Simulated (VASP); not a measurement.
A run of VASP 6.6.1 is set up as follows.

Contents of INCAR:

```
SYSTEM = Al
PREC     = Accurate       ! precision mode
ENCUT    = 520            ! plane-wave cutoff, eV
EDIFF    = 1E-6           ! SCF threshold, eV
ISMEAR   = 0              ! smearing method
SIGMA    = 0.15           ! smearing width, eV
LREAL    = .FALSE.        ! projectors in reciprocal space
LASPH    = .TRUE.         ! aspherical terms in the spheres
NELM     = 60             ! most SCF steps
ALGO     = Normal         ! electronic algorithm
ISIF     = 2              ! what is computed and relaxed
LWAVE    = .FALSE.        ! write WAVECAR
LCHARG   = .TRUE.         ! write CHGCAR
GGA      = PE             ! functional
IVDW     = 12             ! dispersion correction
LELF     = .TRUE.         ! ELF
LVHAR    = .TRUE.       
NBANDS   = 14             ! bands
```

The input KPOINTS:

```
Automatic mesh
0
G
  18 18 6
  0 0 0
```

The input POSCAR:

```
Al
1.0
    2.8330726706      0.0000000000      0.0000000000
   -1.4165363353      2.4535129035      0.0000000000
    0.0000000000      0.0000000000      9.3022849596
Al
4
Direct
    0.0000000000      0.0000000000      0.0000000000
    0.3333333333      0.6666666667      0.2500000000
    0.0000000000      0.0000000000      0.5000000000
    0.6666666667      0.3333333333      0.7500000000
```

Potentials or basis: VASP PAW PBE potentials, release 64 (Al).

Run with:

```bash
$ cat potpaw_PBE.64/Al/POTCAR > POTCAR
$ mpirun -np 1 vasp_std > vasp.out
```

Problem. Estimate the band gap on the k mesh.

Solution. Zero (bands 6 and 7 overlap by 5.46 eV).

Problem. What does it give for the dispersion energy per atom?

Solution. -0.344 eV.

Problem. What does it give for the pressure?

Solution. -1.6 GPa.

Stress tensor (GPa, compression positive):
```
-1.68  0.00  0.00
 0.00 -1.68  0.00
 0.00  0.00 -1.57
```
